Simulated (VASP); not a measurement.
Runs of VASP 6.6.1 on Bi. The structure is that of space group Im-3m (No. 229), or close to it. The cells are those of the table. 

```tsv
task	cell	k mesh for the DOS	occupations for the DOS	gap on the mesh (eV)	pressure (GPa)
single point	a = 3.273 Å, angles 109.5°, 1 atom	-	-	none	(a)
single point	a = 2.498 Å, angles 109.5°, 1 atom	-	-	none	475.5
single point	a = 3.010 Å, angles 109.5°, 1 atom	-	-	none	49.2
single point	a = 3.147 Å, angles 109.5°, 1 atom	-	-	none	22.5
```

Alike in all rows: level PBEsol; potentials or basis VASP PAW PBE potentials, release 64 (Bi_d); no spin polarisation; k mesh 15 × 15 × 15; cutoff (eV) 520; smearing fermi-dirac 0.08 eV.

Question: Estimate the missing entries.

Answer: (a) 8.1.

Caveats: the PAW data sets were made with another functional, which shifts forces and pressure a little; spin-orbit coupling is left out, which moves the levels of the heavy elements.

A k mesh can miss the band edges, and the runs leave out spin-orbit coupling on Bi.

A gap of «none» marks levels without a gap at the run's occupations.
